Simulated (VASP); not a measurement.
# MoS2 (P-6m2) in VASP: settings compared

Aim: see how the results for MoS2 move with the level of theory and the settings. Levels: LDA, PBE. Tasks: single point.

All numbers are computed with VASP 6.6.1; they aren't measurements. Logs are shortened: lines on timing, memory, paths and dates and some standing lists are left out, and cuts for length are marked.

### 1 The cell of the first run

The structure is hexagonal, space group P-6m2 (No. 187). Conventional cell: a = 3.171 Å, b = 3.171 Å, c = 6.810 Å, α = 90.00°, β = 90.00°, γ = 120.00°. Mo (site symmetry -6m2) has 6 S at 2.40 Å and 6 Mo at 3.17 Å within 3.2 Å. Within 3.2 Å of S (site symmetry 3m) lie 3 Mo at 2.40 Å and 7 S at 3.11 to 3.17 Å.

### 2 Single point, LDA

The input, INCAR:

```
SYSTEM = MoS2
PREC     = Accurate       ! precision mode
ENCUT    = 520            ! plane-wave cutoff, eV
EDIFF    = 1E-6           ! SCF threshold, eV
ISMEAR   = 0              ! smearing method
SIGMA    = 0.01           ! smearing width, eV
LREAL    = .False.        ! projectors in reciprocal space
LASPH    = .True.         ! aspherical terms in the spheres
NELM     = 80             ! most SCF steps
ALGO     = Normal         ! electronic algorithm
ISIF     = 2              ! what is computed and relaxed
LWAVE    = .False.        ! write WAVECAR
LCHARG   = .False.        ! write CHGCAR
NBANDS   = 20             ! bands
```

The input, KPOINTS:

```
regular mesh
0
Gamma
  6 6 2
  0 0 0
```

The input, POSCAR:

```
MoS2
1.0
    3.1710519965      0.0000000000      0.0000000000
   -1.5855259982      2.7462115857      0.0000000000
    0.0000000000      0.0000000000      6.8096889090
Mo S
1 2
Direct
    0.0000000000      0.0000000000      0.0000000000
    0.3333333333      0.6666666667      0.2285702679
    0.3333333333      0.6666666667      0.7714297321
```

Potentials or basis: VASP PAW LDA potentials, release 64 (Mo_sv, S).

The run is started by

```console
cat potpaw_LDA.64/Mo_sv/POTCAR potpaw_LDA.64/S/POTCAR > POTCAR
mpirun -np 1 vasp_std > vasp.out
```

OUTCAR:

```text
SYSTEM = MoS2
   PREC = Accurate
   ENCUT = 520
   EDIFF = 1E-6
   ISMEAR = 0
   LREAL = .False.
   LASPH = .True.
   NELM = 80
   ISIF = 2

 ion  position               nearest neighbor table
   1  0.000  0.000  0.000-   2 2.40   3 2.40   2 2.40   3 2.40   2 2.40   3 2.40
   2  0.333  0.667  0.229-   1 2.40   1 2.40   1 2.40
   3  0.333  0.667  0.771-   1 2.40   1 2.40   1 2.40

  LATTYP: Found a hexagonal cell.
 ALAT       =     3.1710519965
 C/A-ratio  =     2.1474541939

  Lattice vectors:

 A1 = (   3.1710519965,   0.0000000000,   0.0000000000)
 A2 = (  -1.5855259982,   2.7462115857,   0.0000000000)
 A3 = (   0.0000000000,   0.0000000000,   6.8096889090)

Analysis of symmetry for initial positions (statically):
=====================================================================
 Subroutine PRICEL returns:
 Original cell was already a primitive cell.

 Routine SETGRP: Setting up the symmetry group for a
 hexagonal supercell.

 Subroutine GETGRP returns: Found 12 space group operations
 (whereof 12 operations were pure point group operations)
 out of a pool of 24 trial point group operations.

The static configuration has the point symmetry D_3h.

Analysis of symmetry for dynamics (positions and initial velocities):
=====================================================================
 Subroutine PRICEL returns:
 Original cell was already a primitive cell.

 Routine SETGRP: Setting up the symmetry group for a
 hexagonal supercell.

 Subroutine GETGRP returns: Found 12 space group operations
 (whereof 12 operations were pure point group operations)
 out of a pool of 24 trial point group operations.

The dynamic configuration has the point symmetry D_3h.

 Subroutine INISYM returns: Found 12 space group operations
 (whereof 12 operations are pure point group operations),
 and found     1 'primitive' translations

----------------------------------------------------------------------------------------

                                     Primitive cell

  volume of cell :      59.3014

  direct lattice vectors                    reciprocal lattice vectors
     3.171051997  0.000000000  0.000000000     0.315352760  0.182069001  0.000000000
    -1.585525998  2.746211586  0.000000000     0.000000000  0.364138002  0.000000000
     0.000000000  0.000000000  6.809688909     0.000000000  0.000000000  0.146849586

  length of vectors
     3.171051997  3.171051996  6.809688909     0.364138002  0.364138002  0.146849586

  position of ions in fractional coordinates (direct lattice)
     0.000000000  0.000000000  0.000000000
     0.333333333  0.666666667  0.228570268
     0.333333333  0.666666667  0.771429732

  ion indices of the primitive-cell ions
   primitive index   ion index
                 1           1
                 2           2
                 3           3

----------------------------------------------------------------------------------------

 KPOINTS: regular mesh

Automatic generation of k-mesh.
 Grid dimensions read from file:
 generate k-points for:    6    6    2

 Generating k-lattice:

  Cartesian coordinates                     Fractional coordinates (reciprocal lattice)
     0.052558793  0.030344834  0.000000000     0.166666667 -0.000000000  0.000000000
     0.000000000  0.060689667  0.000000000     0.000000000  0.166666667  0.000000000
     0.000000000  0.000000000  0.073424793     0.000000000  0.000000000  0.500000000

  Length of vectors
     0.060689667  0.060689667  0.073424793

  Shift w.r.t. Gamma in fractional coordinates (k-lattice)
     0.000000000  0.000000000  0.000000000

 Subroutine IBZKPT returns following result:
 ===========================================

 Found     14 irreducible k-points:

 Following reciprocal coordinates:
            Coordinates               Weight
  0.000000  0.000000  0.000000      1.000000
  0.166667  0.000000  0.000000      6.000000
  0.333333  0.000000  0.000000      6.000000
  0.500000  0.000000  0.000000      3.000000
  0.166667  0.166667  0.000000      6.000000
  0.333333  0.166667  0.000000     12.000000
  0.333333  0.333333  0.000000      2.000000
  0.000000  0.000000  0.500000      1.000000
  0.166667  0.000000  0.500000      6.000000
  0.333333  0.000000  0.500000      6.000000
  0.500000  0.000000  0.500000      3.000000
  0.166667  0.166667  0.500000      6.000000
  0.333333  0.166667  0.500000     12.000000
  0.333333  0.333333  0.500000      2.000000
   k-points           NKPTS =     14   k-points in BZ     NKDIM =     14   number of bands    NBANDS=     20
   number of dos      NEDOS =    301   number of ions     NIONS =      3
   total plane-waves  NPLWV =  31104
   dimension x,y,z NGX =    24 NGY =   24 NGZ =   54
   dimension x,y,z NGXF=    48 NGYF=   48 NGZF=  108
   ions per type =               1   2
   NGX,Y,Z   is equivalent  to a cutoff of  12.58, 12.58, 13.18 a.u.
   NGXF,Y,Z  is equivalent  to a cutoff of  25.16, 25.16, 26.37 a.u.
 SYSTEM =  MoS2
   PREC   = accura    normal or accurate (medium, high low for compatibility)
   ISTART =      0    job   : 0-new  1-cont  2-samecut
   ICHARG =      2    charge: 1-file 2-atom 10-const
   ISPIN  =      1    spin polarized calculation?
   LNONCOLLINEAR =      F non collinear calculations
   LSORBIT =      F    spin-orbit coupling
   LASPH  =      T    aspherical Exc in radial PAW
   ENCUT  =  520.0 eV  38.22 Ry    6.18 a.u.   5.90  5.90 12.66*2*pi/ulx,y,z
   NELM   =     80;   NELMIN=  2; NELMDL= -5     # of ELM steps
   EDIFF  = 0.1E-05   stopping-criterion for ELM
   LREAL  =      F    real-space projection
   EDIFFG = 0.1E-04   stopping-criterion for IOM
   NSW    =      0    number of steps for IOM
   IBRION =     -1    ionic relax: 0-MD 1-quasi-New 2-CG
   NFREE  =      0    steps in history (QN), initial steepest desc. (CG)
   ISIF   =      2    stress and relaxation
   ISYM   =      2    0-nonsym 1-usesym 2-fastsym
   POTIM  = 0.5000    time-step for ionic-motion
   TEBEG  =    0.0;   TEEND  =   0.0 temperature during run
   PSTRESS=    0.0 pullay stress
   NELECT =      26.0000    total number of electrons
   NUPDOWN=      -1.0000    fix difference up-down
   EMIN   =  10.00;   EMAX   =-10.00  energy-range for DOS
   EFERMI =   0.00;   METHOD = LEGACY
   ISMEAR =     0;   SIGMA  =   0.01  broadening in eV -4-tet -1-fermi 0-gaus
   EFERMI_NEDOS =   21; number of points for ismear=-14 and -15
   IALGO  =     38    algorithm
   IMIX   =      4    mixing-type and parameters
     AMIX     =   0.40;   BMIX     =  1.00
     AMIX_MAG =   1.60;   BMIX_MAG =  1.00
  volume/ion in A,a.u.               =      19.77       133.40
  Fermi-wavevector in a.u.,A,eV,Ry     =   1.243687  2.350228 21.044909  1.546757
  Thomas-Fermi vector in A             =   2.377987
   LORBIT       =      0    0 simple, 1 ext, 2 COOP (PROOUT), +10 PAW based schemes
   GGA     = CA    functional components
   LHFCALC =     F    Hartree Fock is set to
   AEXX    =    0.0000 exact exchange contribution
   IVDW    =     0    specifies the selected vdW correction
   LEPSILON=     F    determine dielectric tensor
   LRPA    =     F    only Hartree local field effects (RPA)
 non-spin polarized calculation
 Gauss-broadening in eV      SIGMA  =   0.01
  energy-cutoff  :      520.00
  volume of cell :       59.30
 maximum number of plane-waves:      1614
 NGX is ok and might be reduce to    24
   NGX = 11   NGY = 11   NGZ = 25

 number of electron      26.0000000 magnetization

 Free energy of the ion-electron system (eV)
  ---------------------------------------------------
  ext. energy  EPLUGINS =         0.00000000
  ---------------------------------------------------
  free energy    TOTEN  =       -24.37199210 eV

  energy without entropy =      -24.37199210  energy(sigma->0) =      -24.37199210

 E-fermi :   5.9669     XC(G=0): -10.4023

 val. band max:        5.8652033434   @ k =   0.0000   0.0000   0.5000
 cond. band min:       7.1074147676   @ k =   0.1667   0.1667   0.0000
 fundamental gap:      1.2422114242
 Fermi energy:         5.9669252875

 k-point     1 :       0.0000    0.0000    0.0000
  band No.  band energies     occupation
      1     -55.0398      2.00000
      2     -29.3956      2.00000
      3     -29.1585      2.00000
      4     -29.1584      2.00000
      5      -8.6565      2.00000
      6      -7.2020      2.00000
[... 12 lines left out ...]
     19      12.9804      0.00000
     20      14.6116      0.00000

 k-point     2 :       0.1667    0.0000    0.0000
  band No.  band energies     occupation
      1     -55.0297      2.00000
      2     -29.3758      2.00000
      3     -29.2595      2.00000
      4     -29.1815      2.00000
      5      -8.2513      2.00000
      6      -7.0455      2.00000
[... 12 lines left out ...]
     19      13.8354      0.00000
     20      15.2314      0.00000

 k-point     3 :       0.3333    0.0000    0.0000
  band No.  band energies     occupation
      1     -55.0093      2.00000
      2     -29.4568      2.00000
      3     -29.3359      2.00000
      4     -29.2272      2.00000
      5      -7.3059      2.00000
      6      -6.6884      2.00000
[... 12 lines left out ...]
     19      13.0731      0.00000
     20      14.0579      0.00000

 k-point     4 :       0.5000    0.0000    0.0000
  band No.  band energies     occupation
      1     -54.9991      2.00000
      2     -29.5533      2.00000
      3     -29.3158      2.00000
      4     -29.2499      2.00000
      5      -6.7186      2.00000
      6      -6.4798      2.00000
[... 12 lines left out ...]
     19      13.1411      0.00000
     20      13.5898      0.00000

 k-point     5 :       0.1667    0.1667    0.0000
  band No.  band energies     occupation
      1     -55.0144      2.00000
      2     -29.3895      2.00000
      3     -29.3459      2.00000
      4     -29.2350      2.00000
      5      -7.5674      2.00000
      6      -6.7806      2.00000
[... 12 lines left out ...]
     19      14.0282      0.00000
     20      15.2854      0.00000

 k-point     6 :       0.3333    0.1667    0.0000
  band No.  band energies     occupation
      1     -54.9991      2.00000
      2     -29.5041      2.00000
      3     -29.3158      2.00000
      4     -29.3012      2.00000
      5      -6.7408      2.00000
      6      -6.4606      2.00000
[... 12 lines left out ...]
     19      13.7432      0.00000
     20      14.8976      0.00000

 k-point     7 :       0.3333    0.3333    0.0000
  band No.  band energies     occupation
      1     -54.9940      2.00000
      2     -29.4563      2.00000
      3     -29.4106      2.00000
      4     -29.3058      2.00000
      5      -6.4391      2.00000
      6      -6.3167      2.00000
[... 12 lines left out ...]
     19      12.2053      0.00000
     20      15.5018      0.00000

 k-point     8 :       0.0000    0.0000    0.5000
  band No.  band energies     occupation
      1     -55.0399      2.00000
      2     -29.3956      2.00000
      3     -29.1585      2.00000
      4     -29.1585      2.00000
      5      -8.5779      2.00000
      6      -7.3419      2.00000
[... 12 lines left out ...]
     19      13.5187      0.00000
     20      14.2993      0.00000

 k-point     9 :       0.1667    0.0000    0.5000
  band No.  band energies     occupation
      1     -55.0297      2.00000
      2     -29.3758      2.00000
      3     -29.2595      2.00000
      4     -29.1815      2.00000
      5      -8.1728      2.00000
      6      -7.1717      2.00000
[... 12 lines left out ...]
     19      13.6716      0.00000
     20      15.4358      0.00000

 k-point    10 :       0.3333    0.0000    0.5000
  band No.  band energies     occupation
      1     -55.0093      2.00000
      2     -29.4568      2.00000
      3     -29.3359      2.00000
      4     -29.2272      2.00000
      5      -7.2322      2.00000
      6      -6.7832      2.00000
[... 12 lines left out ...]
     19      13.6324      0.00000
     20      14.6674      0.00000

 k-point    11 :       0.5000    0.0000    0.5000
  band No.  band energies     occupation
      1     -54.9991      2.00000
      2     -29.5533      2.00000
      3     -29.3158      2.00000
      4     -29.2499      2.00000
      5      -6.6521      2.00000
      6      -6.5557      2.00000
[... 12 lines left out ...]
     19      12.8831      0.00000
     20      13.8031      0.00000

 k-point    12 :       0.1667    0.1667    0.5000
  band No.  band energies     occupation
      1     -55.0144      2.00000
      2     -29.3895      2.00000
      3     -29.3459      2.00000
      4     -29.2350      2.00000
      5      -7.4914      2.00000
      6      -6.8844      2.00000
[... 12 lines left out ...]
     19      14.7188      0.00000
     20      15.0658      0.00000

 k-point    13 :       0.3333    0.1667    0.5000
  band No.  band energies     occupation
      1     -54.9991      2.00000
      2     -29.5041      2.00000
      3     -29.3158      2.00000
      4     -29.3012      2.00000
      5      -6.6731      2.00000
      6      -6.5385      2.00000
[... 12 lines left out ...]
     19      13.6015      0.00000
     20      14.9278      0.00000

 k-point    14 :       0.3333    0.3333    0.5000
  band No.  band energies     occupation
      1     -54.9940      2.00000
      2     -29.4563      2.00000
      3     -29.4106      2.00000
      4     -29.3058      2.00000
      5      -6.3868      2.00000
      6      -6.3754      2.00000
[... 12 lines left out ...]
     19      13.9171      0.00000
     20      13.9599      0.00000

------------------------ aborting loop because EDIFF is reached ----------------------------------------

  FORCE on cell =-STRESS in cart. coord.  units (eV):
  Direction    XX          YY          ZZ          XY          YZ          ZX
  --------------------------------------------------------------------------------------
  -------------------------------------------------------------------------------------
  Total       -1.8722632     -1.8722632     -1.1650287     -0.0000000      0.0000000     -0.0000000
  in kB      -50.5839619    -50.5839619    -31.4762191     -0.0000000      0.0000000     -0.0000000
  external PRESSURE =     -44.2147143 kB  Pullay stress =       0.0000000 kB

 VOLUME and BASIS-vectors are now :
 -----------------------------------------------------------------------------
  energy-cutoff  :      520.00
  volume of cell :       59.30
      direct lattice vectors                 reciprocal lattice vectors
     3.171051997  0.000000000  0.000000000     0.315352760  0.182069001  0.000000000
    -1.585525998  2.746211586  0.000000000     0.000000000  0.364138002  0.000000000
     0.000000000  0.000000000  6.809688909     0.000000000  0.000000000  0.146849586

 POSITION                                       TOTAL-FORCE (eV/Angst)
 -----------------------------------------------------------------------------------
      0.00000      0.00000      0.00000        -0.000000      0.000000      0.000000
     -0.00000      1.83081      1.55649         0.000000     -0.000000     -0.369368
     -0.00000      1.83081      5.25320        -0.000000     -0.000000      0.369368
 -----------------------------------------------------------------------------------
    total drift:                                0.000000     -0.000000     -0.000000

  FREE ENERGIE OF THE ION-ELECTRON SYSTEM (eV)
  ---------------------------------------------------
  free  energy   TOTEN  =       -24.3719921049 eV

  energy  without entropy=      -24.3719921049  energy(sigma->0) =      -24.37199210
```

It took 13 s on 1 thread of Intel Xeon 6975P-C, shared host; peak memory 0.16 GiB.

What came out:

```yaml
Free_energy: -24.3720 eV
Pressure: -4.4 GPa
Largest_force: 0.369 eV/Å
Band_gap_on_the_k_mesh: 1.24 eV, indirect (least direct gap 1.68 eV)
```

Forces on the atoms (eV/Å):
```
Mo   0.000  0.000  0.000
S    0.000  0.000 -0.369
S    0.000  0.000  0.369
```

Stress tensor (GPa, compression positive):
```
-5.06  0.00  0.00
 0.00 -5.06  0.00
 0.00  0.00 -3.15
```

Levels at points of the mesh, in eV from the valence-band top:
```csv
k point,band 9,band 10,band 11,band 12,band 13,band 14,band 15,band 16,band 17,band 18
"(0.00, 0.00, 0.00)",-3.06,-1.92,-1.92,-1.53,-0.82,2.40,2.40,2.62,2.62,5.52
"(0.50, 0.00, 0.00)",-4.67,-3.60,-1.95,-1.39,-1.22,1.85,2.28,3.73,4.02,5.06
"(0.00, 0.00, 0.50)",-3.05,-2.84,-1.93,-1.93,0.00,2.35,2.35,2.69,2.69,5.83
"(0.50, 0.00, 0.50)",-4.36,-3.62,-2.61,-1.33,-0.88,1.86,2.43,3.15,3.88,6.37
```

Caveat: the k points lie up to 0.46 Å⁻¹ apart.

### 3 Single point, PBE

The input, INCAR:

```
PREC     = Accurate       # precision mode
ENCUT    = 520            # plane-wave cutoff, eV
EDIFF    = 1E-6           # SCF threshold, eV
ISMEAR   = 0              # smearing method
SIGMA    = 0.01           # smearing width, eV
LREAL    = False          # projectors in reciprocal space
LASPH    = True           # aspherical terms in the spheres
NELM     = 60             # most SCF steps
ALGO     = Normal         # electronic algorithm
ISIF     = 2              # what is computed and relaxed
LWAVE    = False          # write WAVECAR
LCHARG   = False          # write CHGCAR
GGA      = PE             # functional
NBANDS   = 20             # bands
```

The input, KPOINTS:

```
regular mesh
0
Gamma
  6 6 2
```

POSCAR is that of step 2.

Potentials or basis: VASP PAW PBE potentials, release 64 (Mo_sv, S).

The run is started by

```console
cat potpaw_PBE.64/Mo_sv/POTCAR potpaw_PBE.64/S/POTCAR > POTCAR
mpirun -np 1 vasp_std > vasp.out
```

Wall time 16 s (1 thread of Intel Xeon 6975P-C, shared host); peak memory 0.18 GiB.

Results (log left out):

```yaml
Free_energy: -21.8233 eV
Pressure: 2.0 GPa
Largest_force: 0.120 eV/Å
Band_gap_on_the_k_mesh: 1.28 eV, indirect (least direct gap 1.69 eV)
```

Forces on the atoms (eV/Å):
```
Mo   0.000  0.000  0.000
S    0.000  0.000  0.120
S    0.000  0.000 -0.120
```

Stress tensor (GPa, compression positive):
```
1.61 0.00 0.00
0.00 1.61 0.00
0.00 0.00 2.81
```

Levels at points of the mesh, in eV from the valence-band top:
| k point | band 9 | band 10 | band 11 | band 12 | band 13 | band 14 | band 15 | band 16 | band 17 | band 18 |
| --- | --- | --- | --- | --- | --- | --- | --- | --- | --- | --- |
| (0.00, 0.00, 0.00) | -3.05 | -1.92 | -1.92 | -1.55 | -0.76 | 2.41 | 2.41 | 2.61 | 2.61 | 5.68 |
| (0.50, 0.00, 0.00) | -4.68 | -3.59 | -1.99 | -1.41 | -1.20 | 1.87 | 2.32 | 3.78 | 4.03 | 5.25 |
| (0.00, 0.00, 0.50) | -3.04 | -2.78 | -1.93 | -1.93 | 0.00 | 2.36 | 2.36 | 2.68 | 2.68 | 5.93 |
| (0.50, 0.00, 0.50) | -4.38 | -3.61 | -2.63 | -1.36 | -0.89 | 1.88 | 2.45 | 3.25 | 3.89 | 6.45 |

Caveat: the k points lie up to 0.46 Å⁻¹ apart; this functional lacks dispersion, which binds the layers, so the pressure and a relaxed spacing across them are unreliable. A k mesh can miss the band edges.
